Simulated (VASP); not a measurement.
# ZnS (P3m1) in VASP: electric field gradients with PBE

Aim: the electric field gradients of ZnS with PBE.

Everything below comes from runs of VASP 6.6.1. Logs are shortened: lines on timing, memory, paths and dates and some standing lists are left out, and cuts for length are marked.

## Step 1: The cell of the first run

The structure is trigonal, space group P3m1 (No. 156). Conventional cell: a = 3.809 Å, b = 3.809 Å, c = 43.577 Å, α = 90.00°, β = 90.00°, γ = 120.00°. Within 3.1 Å of Zn (site symmetry 3m) lie 4 S at 2.33 to 2.34 Å. Within 3.1 Å of Zn (site symmetry 3m) lie 4 S at 2.33 Å. Zn (site symmetry 3m) has 4 S at 2.33 to 2.34 Å within 3.1 Å. Zn (site symmetry 3m) has 4 S at 2.33 to 2.34 Å within 3.1 Å. Zn (site symmetry 3m) has 4 S at 2.33 Å within 3.1 Å. Zn (site symmetry 3m) has 4 S at 2.33 to 2.34 Å within 3.1 Å. Within 3.1 Å of Zn (site symmetry 3m) lie 4 S at 2.33 to 2.34 Å. Within 3.1 Å of Zn (site symmetry 3m) lie 4 S at 2.33 Å.

## Step 2: Electric field gradients, PBE

The input, INCAR:

```
PREC     = Accurate       # precision mode
ENCUT    = 520            # plane-wave cutoff, eV
EDIFF    = 1E-8           # SCF threshold, eV
ISMEAR   = -1             # smearing method
SIGMA    = 0.02           # smearing width, eV
LREAL    = Auto         
LASPH    = T              # aspherical terms in the spheres
NELM     = 100            # most SCF steps
ALGO     = Normal         # electronic algorithm
ISIF     = 2              # what is computed and relaxed
LWAVE    = F              # write WAVECAR
LCHARG   = F              # write CHGCAR
GGA      = PE             # functional
LEFG     = T            
NBANDS   = 146            # bands
```

The input, KPOINTS:

```
Automatic mesh
0
Gamma
  8 8 1
```

The input, POSCAR:

```
ZnS
1.0
    3.8090542513      0.0000000000      0.0000000000
   -1.9045271256      3.2987377460      0.0000000000
    0.0000000000      0.0000000000     43.5765307800
Zn S
14 14
Direct
    0.0000000000      0.0000000000      0.1428606300
    0.6666666667      0.3333333333      0.7857672800
    0.6666666667      0.3333333333      0.0714592700
    0.0000000000      0.0000000000      0.5713934500
    0.3333333333      0.6666666667      0.2142292800
    0.0000000000      0.0000000000      0.7143392000
    0.6666666667      0.3333333333      0.6428693700
    0.3333333333      0.6666666667      0.3571818100
    0.3333333333      0.6666666667      0.0000447100
    0.0000000000      0.0000000000      0.4284594700
    0.0000000000      0.0000000000      0.9285178300
    0.6666666667      0.3333333333      0.2857038800
    0.6666666667      0.3333333333      0.4998852400
    0.3333333333      0.6666666667      0.8570893300
    0.0000000000      0.0000000000      0.9822032400
    0.0000000000      0.0000000000      0.1964527000
    0.6666666667      0.3333333333      0.3393813300
    0.6666666667      0.3333333333      0.6964768500
    0.0000000000      0.0000000000      0.7679738600
    0.3333333333      0.6666666667      0.9106481500
    0.3333333333      0.6666666667      0.2678022100
    0.6666666667      0.3333333333      0.5535190700
    0.3333333333      0.6666666667      0.4107221400
    0.3333333333      0.6666666667      0.0536247000
    0.0000000000      0.0000000000      0.4820123700
    0.0000000000      0.0000000000      0.6250021800
    0.6666666667      0.3333333333      0.8393248000
    0.6666666667      0.3333333333      0.1250536600
```

Potentials or basis: VASP PAW PBE potentials, release 64 (Zn, S).

Launch:

```bash
> cat potpaw_PBE.64/Zn/POTCAR potpaw_PBE.64/S/POTCAR > POTCAR
> mpirun -np 1 vasp_std > vasp.out
```

OUTCAR:

```text
PREC = Accurate
   ENCUT = 520
   EDIFF = 1E-8
   ISMEAR = -1
   LREAL = Auto
   LASPH = T
   NELM = 100
   ISIF = 2
   GGA = PE

 ion  position               nearest neighbor table
   1  0.000  0.000  0.143-  28 2.33  28 2.33  28 2.33  16 2.34
   2  0.667  0.333  0.786-  19 2.33  19 2.33  19 2.33  27 2.33
   3  0.667  0.333  0.071-  24 2.33  24 2.33  24 2.33  28 2.34
   4  0.000  0.000  0.571-  22 2.33  22 2.33  22 2.33  26 2.34
   5  0.333  0.667  0.214-  16 2.33  16 2.33  16 2.33  21 2.33
   6  0.000  0.000  0.714-  18 2.33  18 2.33  18 2.33  19 2.34
[... 20 lines left out ...]
  27  0.667  0.333  0.839-  14 2.33  14 2.33  14 2.33   2 2.33
  28  0.667  0.333  0.125-   1 2.33   1 2.33   1 2.33   3 2.34

  LATTYP: Found a hexagonal cell.
 ALAT       =     3.8090542513
 C/A-ratio  =    11.4402494438

  Lattice vectors:

 A1 = (   3.8090542513,   0.0000000000,   0.0000000000)
 A2 = (  -1.9045271256,   3.2987377460,   0.0000000000)
 A3 = (   0.0000000000,   0.0000000000,  43.5765307800)

Analysis of symmetry for initial positions (statically):
=====================================================================
 Subroutine PRICEL returns:
 Original cell was already a primitive cell.

 Routine SETGRP: Setting up the symmetry group for a
 hexagonal supercell.

 Subroutine GETGRP returns: Found  6 space group operations
 (whereof  6 operations were pure point group operations)
 out of a pool of 24 trial point group operations.

The static configuration has the point symmetry C_3v.

Analysis of symmetry for dynamics (positions and initial velocities):
=====================================================================
 Subroutine PRICEL returns:
 Original cell was already a primitive cell.

 Routine SETGRP: Setting up the symmetry group for a
 hexagonal supercell.

 Subroutine GETGRP returns: Found  6 space group operations
 (whereof  6 operations were pure point group operations)
 out of a pool of 24 trial point group operations.

The dynamic configuration has the point symmetry C_3v.

 Subroutine INISYM returns: Found  6 space group operations
 (whereof  6 operations are pure point group operations),
 and found     1 'primitive' translations

----------------------------------------------------------------------------------------

                                     Primitive cell

  volume of cell :     547.5422

  direct lattice vectors                    reciprocal lattice vectors
     3.809054251  0.000000000  0.000000000     0.262532359  0.151573128  0.000000000
    -1.904527126  3.298737746  0.000000000     0.000000000  0.303146257  0.000000000
     0.000000000  0.000000000 43.576530780     0.000000000  0.000000000  0.022948132

  length of vectors
     3.809054251  3.809054251 43.576530780     0.303146257  0.303146257  0.022948132

  position of ions in fractional coordinates (direct lattice)
     0.000000000  0.000000000  0.142860630
     0.666666667  0.333333333  0.785767280
     0.666666667  0.333333333  0.071459270
     0.000000000  0.000000000  0.571393450
     0.333333333  0.666666667  0.214229280
     0.000000000  0.000000000  0.714339200
[... 20 lines left out ...]
     0.666666667  0.333333333  0.839324800
     0.666666667  0.333333333  0.125053660

  ion indices of the primitive-cell ions
   primitive index   ion index
                 1           1
                 2           2
                 3           3
                 4           4
                 5           5
                 6           6
[... 20 lines left out ...]
                27          27
                28          28

----------------------------------------------------------------------------------------

 KPOINTS: Automatic mesh

Automatic generation of k-mesh.
 Grid dimensions read from file:
 generate k-points for:    8    8    1

 Generating k-lattice:

  Cartesian coordinates                     Fractional coordinates (reciprocal lattice)
[... 35 lines left out ...]
 SYSTEM =  unknown system
   PREC   = accura    normal or accurate (medium, high low for compatibility)
   ISTART =      0    job   : 0-new  1-cont  2-samecut
   ICHARG =      2    charge: 1-file 2-atom 10-const
   ISPIN  =      1    spin polarized calculation?
   LNONCOLLINEAR =      F non collinear calculations
   LSORBIT =      F    spin-orbit coupling
   LASPH  =      T    aspherical Exc in radial PAW
   ENCUT  =  520.0 eV  38.22 Ry    6.18 a.u.   7.08  7.08 81.02*2*pi/ulx,y,z
   NELM   =    100;   NELMIN=  2; NELMDL= -5     # of ELM steps
   EDIFF  = 0.1E-07   stopping-criterion for ELM
   LREAL  =      T    real-space projection
   EDIFFG = 0.1E-06   stopping-criterion for IOM
   NSW    =      0    number of steps for IOM
   IBRION =     -1    ionic relax: 0-MD 1-quasi-New 2-CG
   NFREE  =      0    steps in history (QN), initial steepest desc. (CG)
   ISIF   =      2    stress and relaxation
   ISYM   =      2    0-nonsym 1-usesym 2-fastsym
   POTIM  = 0.5000    time-step for ionic-motion
   TEBEG  =    0.0;   TEEND  =   0.0 temperature during run
   PSTRESS=    0.0 pullay stress
   NELECT =     252.0000    total number of electrons
   NUPDOWN=      -1.0000    fix difference up-down
   EMIN   =  10.00;   EMAX   =-10.00  energy-range for DOS
   EFERMI =   0.00;   METHOD = LEGACY
   ISMEAR =    -1;   SIGMA  =   0.02  broadening in eV -4-tet -1-fermi 0-gaus
   EFERMI_NEDOS =   21; number of points for ismear=-14 and -15
   IALGO  =     38    algorithm
   IMIX   =      4    mixing-type and parameters
     AMIX     =   0.40;   BMIX     =  1.00
     AMIX_MAG =   1.60;   BMIX_MAG =  1.00
  volume/ion in A,a.u.               =      19.56       131.96
  Fermi-wavevector in a.u.,A,eV,Ry     =   1.263967  2.388552 21.736846  1.597613
  Thomas-Fermi vector in A             =   2.397297
   LORBIT       =      0    0 simple, 1 ext, 2 COOP (PROOUT), +10 PAW based schemes
   GGA     = PE    functional components
   LHFCALC =     F    Hartree Fock is set to
   AEXX    =    0.0000 exact exchange contribution
   IVDW    =     0    specifies the selected vdW correction
   LEPSILON=     F    determine dielectric tensor
   LRPA    =     F    only Hartree local field effects (RPA)
 non-spin polarized calculation
  energy-cutoff  :      520.00
  volume of cell :      547.54
 maximum number of plane-waves:     14795
   NGX = 15   NGY = 15   NGZ =163

 number of electron     252.0000001 magnetization

 Free energy of the ion-electron system (eV)
  ---------------------------------------------------
  ext. energy  EPLUGINS =         0.00000000
  ---------------------------------------------------
  free energy    TOTEN  =       -95.77045490 eV

  energy without entropy =      -95.77045490  energy(sigma->0) =      -95.77045490

 E-fermi :   2.6594     XC(G=0):  -9.6685

 val. band max:        2.1952603738   @ k =   0.0000   0.0000   0.0000
 cond. band min:       4.3782356162   @ k =   0.0000   0.0000   0.0000
 fundamental gap:      2.1829752424
 Fermi energy:         2.6594136206

 k-point     1 :       0.0000    0.0000    0.0000
  band No.  band energies     occupation
      1     -11.0182      2.00000
      2     -10.9768      2.00000
      3     -10.9762      2.00000
      4     -10.8646      2.00000
      5     -10.8598      2.00000
      6     -10.6893      2.00000
[... 1399 lines left out ...]
    137       7.3900      0.00000
    138       7.4858      0.00000
 [bands above 138 left out]

------------------------ aborting loop because EDIFF is reached ----------------------------------------

  FORCE on cell =-STRESS in cart. coord.  units (eV):
  Direction    XX          YY          ZZ          XY          YZ          ZX
  --------------------------------------------------------------------------------------
  -------------------------------------------------------------------------------------
  Total        8.3926211      8.3926211      8.5934751      0.0000000      0.0000000      0.0000000
  in kB       24.5578645     24.5578645     25.1455884      0.0000000      0.0000000      0.0000000
  external PRESSURE =      24.7537725 kB  Pullay stress =       0.0000000 kB

 VOLUME and BASIS-vectors are now :
 -----------------------------------------------------------------------------
  energy-cutoff  :      520.00
  volume of cell :      547.54
      direct lattice vectors                 reciprocal lattice vectors
     3.809054251  0.000000000  0.000000000     0.262532359  0.151573128  0.000000000
    -1.904527126  3.298737746  0.000000000     0.000000000  0.303146257  0.000000000
     0.000000000  0.000000000 43.576530780     0.000000000  0.000000000  0.022948132

 POSITION                                       TOTAL-FORCE (eV/Angst)
 -----------------------------------------------------------------------------------
      0.00000      0.00000      6.22537         0.000000     -0.000000      0.012212
      1.90453      1.09958     34.24101         0.000000      0.000000      0.011026
      1.90453      1.09958      3.11395         0.000000      0.000000      0.004516
      0.00000      0.00000     24.89934        -0.000000      0.000000      0.006446
     -0.00000      2.19916      9.33537        -0.000000      0.000000      0.014152
      0.00000      0.00000     31.12842        -0.000000      0.000000      0.018843
[... 20 lines left out ...]
      1.90453      1.09958     36.57486        -0.000000      0.000000     -0.012013
      1.90453      1.09958      5.44940        -0.000000      0.000000     -0.013434
 -----------------------------------------------------------------------------------
    total drift:                               -0.000001     -0.000011      0.001409

  FREE ENERGIE OF THE ION-ELECTRON SYSTEM (eV)
  ---------------------------------------------------
  free  energy   TOTEN  =       -95.7704549028 eV

  energy  without entropy=      -95.7704549028  energy(sigma->0) =      -95.77045490

 Electric field gradients (V/A^2)
---------------------------------------------------------------------
 ion       V_xx      V_yy      V_zz      V_xy      V_xz      V_yz
---------------------------------------------------------------------
   1      -0.425    -0.423     0.848     0.001    -0.000     0.000
   2      -0.569    -0.562     1.131     0.006     0.000    -0.000
   3      -0.407    -0.401     0.808     0.005     0.000    -0.000
   4      -0.161    -0.159     0.320     0.001     0.000    -0.000
   5      -0.496    -0.490     0.986     0.006     0.000    -0.000
   6      -0.144    -0.143     0.288     0.001    -0.000     0.000
[... 20 lines left out ...]
  27       0.165     0.165    -0.330    -0.000    -0.000     0.000
  28       0.058     0.057    -0.115    -0.000     0.000    -0.000
---------------------------------------------------------------------

 Electric field gradients after diagonalization (V/A^2)
 (convention: |V_zz| > |V_xx| > |V_yy|)
----------------------------------------------------------------------
 ion       V_xx      V_yy      V_zz     asymmetry (V_yy - V_xx)/ V_zz
----------------------------------------------------------------------
   1      -0.425    -0.423     0.848       0.003
   2      -0.572    -0.559     1.131       0.011
   3      -0.410    -0.398     0.808       0.016
   4      -0.161    -0.159     0.320       0.007
   5      -0.499    -0.486     0.986       0.013
   6      -0.145    -0.143     0.288       0.007
[... 20 lines left out ...]
  27       0.166     0.165    -0.330       0.003
  28       0.058     0.057    -0.115       0.009
----------------------------------------------------------------------

           NMR quadrupolar parameters

 Cq : quadrupolar parameter    Cq=e*Q*V_zz/h
 eta: asymmetry parameters     (V_yy - V_xx)/ V_zz
 Q  : nuclear electric quadrupole moment in mb (millibarn)
----------------------------------------------------------------------
 ion       Cq(MHz)       eta       Q (mb)
----------------------------------------------------------------------
   1       0.002       0.003       1.000
   2       0.003       0.011       1.000
   3       0.002       0.016       1.000
   4       0.001       0.007       1.000
   5       0.002       0.013       1.000
   6       0.001       0.007       1.000
[... 20 lines left out ...]
  27      -0.001       0.003       1.000
  28      -0.000       0.009       1.000
----------------------------------------------------------------------
```

Run time: 1.7 h. Hardware: 1 thread of Intel Xeon Platinum 8259CL at 2.50GHz (Skylake/Cascade Lake), shared host; peak memory 0.86 GiB.

Results:

- Free energy: -95.7705 eV
- Pressure: 2.5 GPa
- Largest force: 0.021 eV/Å
- Band gap on the k mesh: 2.18 eV, direct

Forces in eV/Å, atoms in the order of the input:
```
Zn   0.000  0.000  0.012
Zn   0.000  0.000  0.011
Zn   0.000  0.000  0.005
Zn   0.000  0.000  0.006
Zn   0.000  0.000  0.014
Zn   0.000  0.000  0.019
Zn   0.000  0.000  0.010
Zn   0.000  0.000  0.007
Zn   0.000  0.000  0.011
Zn   0.000  0.000  0.016
Zn   0.000  0.000  0.021
Zn   0.000  0.000  0.010
Zn   0.000  0.000  0.007
Zn   0.000  0.000  0.009
S    0.000  0.000 -0.008
S    0.000  0.000 -0.016
S    0.000  0.000 -0.014
S    0.000  0.000 -0.010
S    0.000  0.000 -0.008
S    0.000  0.000 -0.010
S    0.000  0.000 -0.009
S    0.000  0.000 -0.014
S    0.000  0.000 -0.017
S    0.000  0.000 -0.008
S    0.000  0.000 -0.008
S    0.000  0.000 -0.012
S    0.000  0.000 -0.012
S    0.000  0.000 -0.013
```

Electric field gradients, principal values (V/Å²):
| atom | least | middle | greatest (by size) |
| --- | --- | --- | --- |
| 1 Zn | -0.423 | -0.425 | 0.848 |
| 2 Zn | -0.559 | -0.572 | 1.131 |
| 3 Zn | -0.398 | -0.410 | 0.808 |
| 4 Zn | -0.159 | -0.161 | 0.320 |
| 5 Zn | -0.486 | -0.499 | 0.986 |
| 6 Zn | -0.143 | -0.145 | 0.288 |
| 7 Zn | -0.141 | -0.153 | 0.294 |
| 8 Zn | -0.507 | -0.519 | 1.026 |
| 9 Zn | -0.617 | -0.630 | 1.247 |
| 10 Zn | -0.468 | -0.470 | 0.938 |
| 11 Zn | -0.081 | -0.084 | 0.165 |
| 12 Zn | 0.005 | 0.018 | -0.022 |
| 13 Zn | 0.017 | 0.030 | -0.048 |
| 14 Zn | -0.447 | -0.459 | 0.906 |
| 15 S | -0.813 | -0.814 | 1.627 |
| 16 S | 0.124 | 0.125 | -0.249 |
| 17 S | -0.727 | -0.728 | 1.454 |
| 18 S | -0.982 | -0.983 | 1.964 |
| 19 S | -0.677 | -0.678 | 1.355 |
| 20 S | -0.202 | -0.203 | 0.405 |
| 21 S | -0.293 | -0.294 | 0.587 |
| 22 S | -0.979 | -0.980 | 1.960 |
| 23 S | 0.221 | 0.222 | -0.443 |
| 24 S | -0.049 | -0.050 | 0.100 |
| 25 S | -0.143 | -0.144 | 0.286 |
| 26 S | -0.983 | -0.984 | 1.968 |
| 27 S | 0.165 | 0.166 | -0.330 |
| 28 S | 0.057 | 0.058 | -0.115 |

Caveat: without QUAD_EFG the Cq values of the log hold for a quadrupole moment of 1 mb, not for the nuclei.
